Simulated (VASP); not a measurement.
# LiH (P6_3/mmc) in VASP: settings compared

Aim: see how the results for LiH move with the level of theory and the settings. Levels: PBE, LDA. Tasks: single point.

Program: VASP 6.6.1. These are calculated values, not measurements. Logs are shortened: lines on timing, memory, paths and dates and some standing lists are left out, and cuts for length are marked.

## (1) The cell of the first run

Symmetry: P6_3/mmc, No. 194, hexagonal system. Conventional cell: a = 3.255 Å, b = 3.255 Å, c = 4.069 Å, α = 90.00°, β = 90.00°, γ = 120.00°. Li (site symmetry -6m2) has 5 H at 1.88 to 2.03 Å within 2.5 Å. H (site symmetry -6m2) has 5 Li at 1.88 to 2.03 Å within 2.5 Å.

## (2) Single point, PBE

Input file INCAR:

```
ALGO = Normal
EDIFF = 1E-6
ENCUT = 520
GGA = PE
ISIF = 2
ISMEAR = 0
LASPH = True
LCHARG = False
LREAL = False
LWAVE = False
NBANDS = 12
NELM = 100
PREC = Accurate
SIGMA = 0.01
```

Input file KPOINTS:

```
k-points
0
Gamma
  6 6 4
```

Input file POSCAR:

```
LiH
1.0
    3.2548234129      0.0000000001      0.0000000000
   -1.6274117065      2.8187597604      0.0000000000
    0.0000000000      0.0000000000      4.0690682529
Li H
2 2
Direct
    0.3333333333      0.6666666667      0.2500000000
    0.6666666667      0.3333333333      0.7500000000
    0.6666666667      0.3333333333      0.2500000000
    0.3333333333      0.6666666667      0.7500000000
```

Potentials or basis: VASP PAW PBE potentials, release 64 (Li_sv, H).

Command:

```bash
$ cat potpaw_PBE.64/Li_sv/POTCAR potpaw_PBE.64/H/POTCAR > POTCAR
$ mpirun -np 1 vasp_std > vasp.out
```

OUTCAR:

```text
EDIFF = 1E-6
   ENCUT = 520
   GGA = PE
   ISIF = 2
   ISMEAR = 0
   LASPH = True
   LREAL = False
   NELM = 100
   PREC = Accurate

 ion  position               nearest neighbor table
   1  0.333  0.667  0.250-
   2  0.667  0.333  0.750-
   3  0.667  0.333  0.250-
   4  0.333  0.667  0.750-

  LATTYP: Found a hexagonal cell.
 ALAT       =     3.2548234129
 C/A-ratio  =     1.2501655963

  Lattice vectors:

 A1 = (   3.2548234129,   0.0000000001,   0.0000000000)
 A2 = (  -1.6274117065,   2.8187597604,   0.0000000000)
 A3 = (   0.0000000000,   0.0000000000,   4.0690682529)

Analysis of symmetry for initial positions (statically):
=====================================================================
 Subroutine PRICEL returns:
 Original cell was already a primitive cell.

 Routine SETGRP: Setting up the symmetry group for a
 hexagonal supercell.

 Subroutine GETGRP returns: Found 24 space group operations
 (whereof 12 operations were pure point group operations)
 out of a pool of 24 trial point group operations.

The static configuration has the point symmetry D_3d.
 The point group associated with its full space group is D_6h.

Analysis of symmetry for dynamics (positions and initial velocities):
=====================================================================
 Subroutine PRICEL returns:
 Original cell was already a primitive cell.

 Routine SETGRP: Setting up the symmetry group for a
 hexagonal supercell.

 Subroutine GETGRP returns: Found 24 space group operations
 (whereof 12 operations were pure point group operations)
 out of a pool of 24 trial point group operations.

The dynamic configuration has the point symmetry D_3d.
 The point group associated with its full space group is D_6h.

 Subroutine INISYM returns: Found 24 space group operations
 (whereof 12 operations are pure point group operations),
 and found     1 'primitive' translations

----------------------------------------------------------------------------------------

                                     Primitive cell

  volume of cell :      37.3319

  direct lattice vectors                    reciprocal lattice vectors
     3.254823413  0.000000000  0.000000000     0.307236330  0.177382978  0.000000000
    -1.627411706  2.818759760  0.000000000    -0.000000000  0.354765956  0.000000000
     0.000000000  0.000000000  4.069068253     0.000000000  0.000000000  0.245756507

  length of vectors
     3.254823413  3.254823413  4.069068253     0.354765956  0.354765956  0.245756507

  position of ions in fractional coordinates (direct lattice)
     0.333333333  0.666666667  0.250000000
     0.666666667  0.333333333  0.750000000
     0.666666667  0.333333333  0.250000000
     0.333333333  0.666666667  0.750000000

  ion indices of the primitive-cell ions
   primitive index   ion index
                 1           1
                 2           2
                 3           3
                 4           4

----------------------------------------------------------------------------------------

 KPOINTS: k-points

Automatic generation of k-mesh.
 Grid dimensions read from file:
 generate k-points for:    6    6    4

 Generating k-lattice:

  Cartesian coordinates                     Fractional coordinates (reciprocal lattice)
     0.051206055  0.029563830  0.000000000     0.166666667 -0.000000000  0.000000000
    -0.000000000  0.059127659  0.000000000     0.000000000  0.166666667  0.000000000
     0.000000000  0.000000000  0.061439127     0.000000000  0.000000000  0.250000000

  Length of vectors
     0.059127659  0.059127659  0.061439127

  Shift w.r.t. Gamma in fractional coordinates (k-lattice)
     0.000000000  0.000000000  0.000000000

 Subroutine IBZKPT returns following result:
 ===========================================

 Found     21 irreducible k-points:

 Following reciprocal coordinates:
            Coordinates               Weight
  0.000000  0.000000  0.000000      1.000000
  0.166667  0.000000  0.000000      6.000000
  0.333333  0.000000  0.000000      6.000000
  0.500000  0.000000  0.000000      3.000000
  0.166667  0.166667  0.000000      6.000000
  0.333333  0.166667  0.000000     12.000000
[... 13 lines left out ...]
  0.333333  0.166667  0.500000     12.000000
  0.333333  0.333333  0.500000      2.000000
   k-points           NKPTS =     21   k-points in BZ     NKDIM =     21   number of bands    NBANDS=     12
   number of dos      NEDOS =    301   number of ions     NIONS =      4
   total plane-waves  NPLWV =  17280
   dimension x,y,z NGX =    24 NGY =   24 NGZ =   30
   dimension x,y,z NGXF=    48 NGYF=   48 NGZF=   60
   ions per type =               2   2
   NGX,Y,Z   is equivalent  to a cutoff of  12.26, 12.26, 12.26 a.u.
   NGXF,Y,Z  is equivalent  to a cutoff of  24.52, 24.52, 24.51 a.u.
 SYSTEM =  unknown system
   PREC   = accura    normal or accurate (medium, high low for compatibility)
   ISTART =      0    job   : 0-new  1-cont  2-samecut
   ICHARG =      2    charge: 1-file 2-atom 10-const
   ISPIN  =      1    spin polarized calculation?
   LNONCOLLINEAR =      F non collinear calculations
   LSORBIT =      F    spin-orbit coupling
   LASPH  =      T    aspherical Exc in radial PAW
   ENCUT  =  520.0 eV  38.22 Ry    6.18 a.u.   6.05  6.05  7.57*2*pi/ulx,y,z
   NELM   =    100;   NELMIN=  2; NELMDL= -5     # of ELM steps
   EDIFF  = 0.1E-05   stopping-criterion for ELM
   LREAL  =      F    real-space projection
   EDIFFG = 0.1E-04   stopping-criterion for IOM
   NSW    =      0    number of steps for IOM
   IBRION =     -1    ionic relax: 0-MD 1-quasi-New 2-CG
   NFREE  =      0    steps in history (QN), initial steepest desc. (CG)
   ISIF   =      2    stress and relaxation
   ISYM   =      2    0-nonsym 1-usesym 2-fastsym
   POTIM  = 0.5000    time-step for ionic-motion
   TEBEG  =    0.0;   TEEND  =   0.0 temperature during run
   PSTRESS=    0.0 pullay stress
   NELECT =       8.0000    total number of electrons
   NUPDOWN=      -1.0000    fix difference up-down
   EMIN   =  10.00;   EMAX   =-10.00  energy-range for DOS
   EFERMI =   0.00;   METHOD = LEGACY
   ISMEAR =     0;   SIGMA  =   0.01  broadening in eV -4-tet -1-fermi 0-gaus
   EFERMI_NEDOS =   21; number of points for ismear=-14 and -15
   IALGO  =     38    algorithm
   IMIX   =      4    mixing-type and parameters
     AMIX     =   0.40;   BMIX     =  1.00
     AMIX_MAG =   1.60;   BMIX_MAG =  1.00
  volume/ion in A,a.u.               =       9.33        62.98
  Fermi-wavevector in a.u.,A,eV,Ry     =   0.979666  1.851300 13.058128  0.959745
  Thomas-Fermi vector in A             =   2.110537
   LORBIT       =      0    0 simple, 1 ext, 2 COOP (PROOUT), +10 PAW based schemes
   GGA     = PE    functional components
   LHFCALC =     F    Hartree Fock is set to
   AEXX    =    0.0000 exact exchange contribution
   IVDW    =     0    specifies the selected vdW correction
   LEPSILON=     F    determine dielectric tensor
   LRPA    =     F    only Hartree local field effects (RPA)
 non-spin polarized calculation
 Gauss-broadening in eV      SIGMA  =   0.01
  energy-cutoff  :      520.00
  volume of cell :       37.33
 maximum number of plane-waves:      1038
   NGX = 13   NGY = 13   NGZ = 15

 number of electron       8.0000006 magnetization

 Free energy of the ion-electron system (eV)
  ---------------------------------------------------
  ext. energy  EPLUGINS =         0.00000000
  ---------------------------------------------------
  free energy    TOTEN  =       -12.15951888 eV

  energy without entropy =      -12.15951888  energy(sigma->0) =      -12.15951888

 E-fermi :  -0.0693     XC(G=0):  -7.8814

 val. band max:       -0.1630392372   @ k =   0.0000   0.0000   0.0000
 cond. band min:       1.6676911277   @ k =   0.3333   0.3333   0.0000
 fundamental gap:      1.8307303649
 Fermi energy:        -0.0693009421

 k-point     1 :       0.0000    0.0000    0.0000
  band No.  band energies     occupation
      1     -44.7897      2.00000
      2     -44.7325      2.00000
      3      -5.3913      2.00000
      4      -0.1630      2.00000
      5       2.9044      0.00000
      6      10.5280      0.00000
      7      10.5280      0.00000
      8      11.2154      0.00000
      9      13.2295      0.00000
     10      13.2295      0.00000
     11      14.9337      0.00000
     12      17.6044      0.00000

 k-point     2 :       0.1667    0.0000    0.0000
  band No.  band energies     occupation
      1     -44.7847      2.00000
      2     -44.7341      2.00000
      3      -5.0643      2.00000
      4      -0.3476      2.00000
      5       3.4042      0.00000
      6       7.7580      0.00000
      7       9.0503      0.00000
      8      10.8976      0.00000
      9      14.3101      0.00000
     10      14.9963      0.00000
     11      15.0572      0.00000
     12      15.0772      0.00000

 k-point     3 :       0.3333    0.0000    0.0000
  band No.  band energies     occupation
      1     -44.7723      2.00000
      2     -44.7393      2.00000
      3      -4.1096      2.00000
      4      -1.0926      2.00000
      5       4.8709      0.00000
      6       5.1246      0.00000
      7       7.6329      0.00000
      8      10.0031      0.00000
      9      11.1251      0.00000
     10      14.3404      0.00000
     11      14.7379      0.00000
     12      15.4627      0.00000
[... 241 lines left out ...]
 k-point    20 :       0.3333    0.1667    0.5000
  band No.  band energies     occupation
      1     -44.7538      2.00000
      2     -44.7538      2.00000
      3      -2.5836      2.00000
      4      -2.5836      2.00000
      5       4.3576      0.00000
      6       4.3576      0.00000
      7       7.8007      0.00000
      8       7.8007      0.00000
      9      13.4625      0.00000
     10      13.4625      0.00000
     11      16.0308      0.00000
     12      16.0308      0.00000

 k-point    21 :       0.3333    0.3333    0.5000
  band No.  band energies     occupation
      1     -44.7530      2.00000
      2     -44.7530      2.00000
      3      -2.3210      2.00000
      4      -2.3210      2.00000
      5       3.9064      0.00000
      6       3.9064      0.00000
      7       6.9014      0.00000
      8       6.9014      0.00000
      9      14.7978      0.00000
     10      14.7978      0.00000
     11      17.5899      0.00000
     12      17.5899      0.00000

------------------------ aborting loop because EDIFF is reached ----------------------------------------

  FORCE on cell =-STRESS in cart. coord.  units (eV):
  Direction    XX          YY          ZZ          XY          YZ          ZX
  --------------------------------------------------------------------------------------
  -------------------------------------------------------------------------------------
  Total       -0.0317971     -0.0317971     -0.0296573     -0.0000000     -0.0000000      0.0000000
  in kB       -1.3646391     -1.3646391     -1.2728053     -0.0000000     -0.0000000      0.0000000
  external PRESSURE =      -1.3340278 kB  Pullay stress =       0.0000000 kB

 VOLUME and BASIS-vectors are now :
 -----------------------------------------------------------------------------
  energy-cutoff  :      520.00
  volume of cell :       37.33
      direct lattice vectors                 reciprocal lattice vectors
     3.254823413  0.000000000  0.000000000     0.307236330  0.177382978  0.000000000
    -1.627411706  2.818759760  0.000000000    -0.000000000  0.354765956  0.000000000
     0.000000000  0.000000000  4.069068253     0.000000000  0.000000000  0.245756507

 POSITION                                       TOTAL-FORCE (eV/Angst)
 -----------------------------------------------------------------------------------
     -0.00000      1.87917      1.01727         0.000000      0.000000      0.000000
      1.62741      0.93959      3.05180        -0.000000      0.000000      0.000000
      1.62741      0.93959      1.01727        -0.000000     -0.000000      0.000000
     -0.00000      1.87917      3.05180         0.000000     -0.000000      0.000000
 -----------------------------------------------------------------------------------
    total drift:                               -0.000000      0.000000     -0.000000

  FREE ENERGIE OF THE ION-ELECTRON SYSTEM (eV)
  ---------------------------------------------------
  free  energy   TOTEN  =       -12.1595188848 eV

  energy  without entropy=      -12.1595188848  energy(sigma->0) =      -12.15951888
```

Run time: 6.9 s. Hardware: 1 thread of AMD EPYC 7R13 (Zen 3), shared host; peak memory 0.11 GiB.

What came out:

| Property | Result |
| --- | --- |
| Free energy | -12.1595 eV |
| Band gap on the k mesh | 1.83 eV (least direct gap 3.07 eV) |

Levels at points of the mesh, in eV from the valence-band top:
```csv
k point,band 2,band 3,band 4,band 5,band 6,band 7
"(0.00, 0.00, 0.00)",-44.57,-5.23,0.00,3.07,10.69,10.69
"(0.50, 0.00, 0.00)",-44.58,-2.80,-2.06,4.48,6.77,7.30
"(0.00, 0.00, 0.50)",-44.60,-3.72,-3.72,9.55,9.55,12.71
"(0.50, 0.00, 0.50)",-44.59,-2.43,-2.43,4.29,4.29,9.49
```

Caveat: the cutoff is under 1.25 times the usual one of these potentials, so pressure, stress and relaxed cells hold a basis-set (Pulay) error. A k mesh can miss the band edges.

## (3) Single point, LDA

This run uses another cell than the first one, of 8.68 Å³/atom.

Input file INCAR:

```
ALGO = Normal ; EDIFF = 1E-6
ENCUT = 520 ; GGA = CA
ISIF = 2 ; ISMEAR = -1
LASPH = T ; LCHARG = T
LELF = T ; LREAL = F
LVHAR = T ; LWAVE = F
NBANDS = 12 ; NELM = 60
PREC = Accurate ; SIGMA = 0.02
```

Input file KPOINTS:

```
k-points
0
Gamma
  12 12 6
```

Input file POSCAR:

```
LiH
1.0
    3.1793560605      0.0000000001      0.0000000000
   -1.5896780303      2.7534031160      0.0000000000
    0.0000000000      0.0000000000      3.9672254122
Li H
2 2
Direct
    0.3333333333      0.6666666667      0.2500000000
    0.6666666667      0.3333333333      0.7500000000
    0.6666666667      0.3333333333      0.2500000000
    0.3333333333      0.6666666667      0.7500000000
```

Potentials or basis: VASP PAW LDA potentials, release 64 (Li_sv, H).

Command:

```bash
$ cat potpaw_LDA.64/Li_sv/POTCAR potpaw_LDA.64/H/POTCAR > POTCAR
$ mpirun -np 1 vasp_std > vasp.out
```

Wall time 19 s (1 thread of AMD EPYC 7R13 (Zen 3), shared host); peak memory 0.11 GiB.

The run converged. Its results:

```
Free energy            : -12.8334 eV
Band gap on the k mesh : 1.28 eV (least direct gap 2.61 eV)
```

Levels at points of the mesh, in eV from the valence-band top:
| k point | band 1 | band 2 | band 3 | band 4 | band 5 | band 6 | band 7 | band 8 |
| --- | --- | --- | --- | --- | --- | --- | --- | --- |
| (0.00, 0.00, 0.00) | -43.80 | -43.71 | -5.66 | 0.00 | 2.61 | 10.56 | 10.56 | 11.72 |
| (0.50, 0.00, 0.00) | -43.76 | -43.73 | -3.08 | -2.42 | 4.36 | 6.48 | 7.01 | 8.45 |
| (0.00, 0.00, 0.50) | -43.75 | -43.75 | -4.11 | -4.11 | 9.86 | 9.86 | 12.66 | 12.66 |
| (0.50, 0.00, 0.50) | -43.74 | -43.74 | -2.75 | -2.75 | 4.02 | 4.02 | 9.31 | 9.31 |

Caveat: the cutoff is under 1.25 times the usual one of these potentials, so pressure, stress and relaxed cells hold a basis-set (Pulay) error. A k mesh can miss the band edges.

## (4) Single point, PBE

Input file INCAR:

```
SYSTEM = LiH
  PREC = Accurate
  ENCUT = 520
  EDIFF = 1E-6
  ISMEAR = -1
  SIGMA = 0.02
  LREAL = .False.
  LASPH = .True.
  NELM = 100
  ALGO = Normal
  ISIF = 2
  LWAVE = .False.
  LCHARG = .True.
  GGA = PE
  LELF = .True.
  LVHAR = .True.
  NBANDS = 12
```

Input file KPOINTS:

```
regular mesh
0
Gamma
  12 12 6
  0 0 0
```

Input file POSCAR:

```
LiH
1.0
    3.2548234129      0.0000000001      0.0000000000
   -1.6274117065      2.8187597604      0.0000000000
    0.0000000000      0.0000000000      4.0690682529
Li H
2 2
Direct
    0.3333333333      0.6666666667      0.2500000000
    0.6666666667      0.3333333333      0.7500000000
    0.6666666667      0.3333333333      0.2500000000
    0.3333333333      0.6666666667      0.7500000000
```

Potentials or basis: VASP PAW PBE potentials, release 64 (Li_sv, H).

Command:

```bash
$ cat potpaw_PBE.64/Li_sv/POTCAR potpaw_PBE.64/H/POTCAR > POTCAR
$ mpirun -np 1 vasp_std > vasp.out
```

Wall time 21 s (1 thread of AMD EPYC 7R13 (Zen 3), shared host); peak memory 0.12 GiB.

The run converged. Its results:

| Property | Result |
| --- | --- |
| Free energy | -12.1625 eV |
| Band gap on the k mesh | 1.83 eV (least direct gap 3.07 eV) |

Levels at points of the mesh, in eV from the valence-band top:
```
           k point  band 1  band 2  band 3  band 4  band 5  band 6  band 7  band 8  band 9
(0.00, 0.00, 0.00)  -44.62  -44.57   -5.23    0.00    3.07   10.69   10.69   11.38   13.39
(0.50, 0.00, 0.00)  -44.60  -44.58   -2.80   -2.06    4.48    6.77    7.31    8.64    9.47
(0.00, 0.00, 0.50)  -44.59  -44.59   -3.72   -3.72    9.55    9.55   12.71   12.71   12.71
(0.50, 0.00, 0.50)  -44.59  -44.59   -2.42   -2.42    4.29    4.29    9.49    9.49   11.39
```

Caveat: the cutoff is under 1.25 times the usual one of these potentials, so pressure, stress and relaxed cells hold a basis-set (Pulay) error.

## (5) Overview

| level | potentials or basis | cell | k mesh | smearing | gap on the mesh (eV) |
| --- | --- | --- | --- | --- | --- |
| PBE | VASP PAW PBE potentials, release 64 (Li_sv, H) | a = 3.255, b = 3.255, c = 4.069 Å, angles 90.0, 90.0, 120.0°, 4 atoms | 6 × 6 × 4 | gaussian 0.01 eV | 1.83 |
| LDA | VASP PAW LDA potentials, release 64 (Li_sv, H) | a = 3.179, b = 3.179, c = 3.967 Å, angles 90.0, 90.0, 120.0°, 4 atoms | 12 × 12 × 6 | fermi-dirac 0.02 eV | 1.28 |
| PBE | VASP PAW PBE potentials, release 64 (Li_sv, H) | a = 3.255, b = 3.255, c = 4.069 Å, angles 90.0, 90.0, 120.0°, 4 atoms | 12 × 12 × 6 | fermi-dirac 0.02 eV | 1.83 |

Alike in all rows: task single point; no spin polarisation; cutoff (eV) 520.

Caveats: the cutoff is under 1.25 times the usual one of these potentials, so pressure, stress and relaxed cells hold a basis-set (Pulay) error.

Total energies depend on the potentials used, so only differences within one code and one set of settings carry meaning.
